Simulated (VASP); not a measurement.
A run of VASP 6.6.1 is set up as follows.

The input INCAR:

```
SYSTEM = SiNi
ALGO     = Normal         ! electronic algorithm
EDIFF    = 1E-6           ! SCF threshold, eV
ENCUT    = 520            ! plane-wave cutoff, eV
GGA      = PS             ! functional
ISIF     = 2              ! what is computed and relaxed
ISMEAR   = -1             ! smearing method
ISPIN    = 2              ! spin polarisation
IVDW     = 12             ! dispersion correction
LASPH    = .True.         ! aspherical terms in the spheres
LCHARG   = .False.        ! write CHGCAR
LMAXMIX  = 4              ! l up to which the mixer works
LORBIT   = 11             ! projections on sites
LREAL    = .False.        ! projectors in reciprocal space
LWAVE    = .False.        ! write WAVECAR
MAGMOM   = 0 0 0 0 1 1 1 1 ! initial moments
NBANDS   = 42             ! bands
NELM     = 150            ! most SCF steps
PREC     = Accurate       ! precision mode
SIGMA    = 0.1            ! smearing width, eV
```

The input KPOINTS:

```
k-points
0
Gamma
  7 7 7
  0 0 0
```

POSCAR

```
SiNi
1.0
    4.4215295845      0.0000000000      0.0000000000
    0.0000000000      4.4215295845      0.0000000000
    0.0000000000      0.0000000000      4.4215295845
Si Ni
4 4
Direct
    0.8466926393      0.8466926393      0.8466926393
    0.6533073607      0.1533073607      0.3466926393
    0.3466926393      0.6533073607      0.1533073607
    0.1533073607      0.3466926393      0.6533073607
    0.1495943697      0.1495943697      0.1495943697
    0.3504056303      0.8504056303      0.6495943697
    0.6495943697      0.3504056303      0.8504056303
    0.8504056303      0.6495943697      0.3504056303
```

Potentials or basis: VASP PAW PBE potentials, release 64 (Si, Ni).

The run is started by

```bash
$ cat potpaw_PBE.64/Si/POTCAR potpaw_PBE.64/Ni/POTCAR > POTCAR
$ mpirun -np 1 vasp_std > vasp.out
```

(1) What does it give for the pressure?

(2) What does it give for the net moment?

(3) What does it give for the band gap on the k mesh?

## Answers

(1) 0.2 GPa.

(2) 0.00 μB per cell.

(3) zero (filled and empty bands overlap).

Caveat: the PAW data sets were made with another functional, which shifts forces and pressure a little.
